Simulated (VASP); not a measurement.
SrO: single point with PBE

SrO:

```
CELL_PARAMETERS angstrom
0.00000 2.53626 2.53626
2.53626 0.00000 2.53626
2.53626 2.53626 0.00000
ATOMIC_POSITIONS crystal
Sr 0.00000 0.00000 0.00000
O 0.50000 0.50000 0.50000
```

```
Program                : VASP 6.6.1
Task                   : single point
Functional             : PBE
Potentials or basis    : VASP PAW PBE potentials, release 64 (Sr_sv, O)
Cutoff                 : 600 eV
k mesh                 : 2 × 2 × 2
Occupations            : gaussian, width 0.01 eV
Spin                   : no spin polarisation
Dipole correction      : no
Further INCAR settings : ALGO = Normal; EDIFF = 1e-06; NBANDS = 15
```

```json
{
  "Pressure": "8.3 GPa",
  "Band gap on the k mesh": "3.02 eV, indirect (least direct gap 3.09 eV)"
}
```

Levels at points of the mesh, in eV from the valence-band top:
```tsv
k point	band 5	band 6	band 7	band 8	band 9	band 10	band 11	band 12
(0.00, 0.00, 0.00)	-14.14	0.00	0.00	0.00	4.12	6.06	6.06	6.06
(0.50, 0.00, 0.00)	-12.77	-2.33	-1.26	-1.26	6.60	8.61	8.86	8.86
(0.50, 0.50, 0.00)	-14.55	-0.40	-0.07	-0.07	3.02	7.92	10.19	10.64
```

It took 10 s on 1 thread of Intel Xeon 8259CL, with other jobs on the host, peak memory 0.16 GiB.

Caveat: the k points lie up to 1.07 Å⁻¹ apart. PBE gaps usually lie below the measured ones, often by a third to a half.
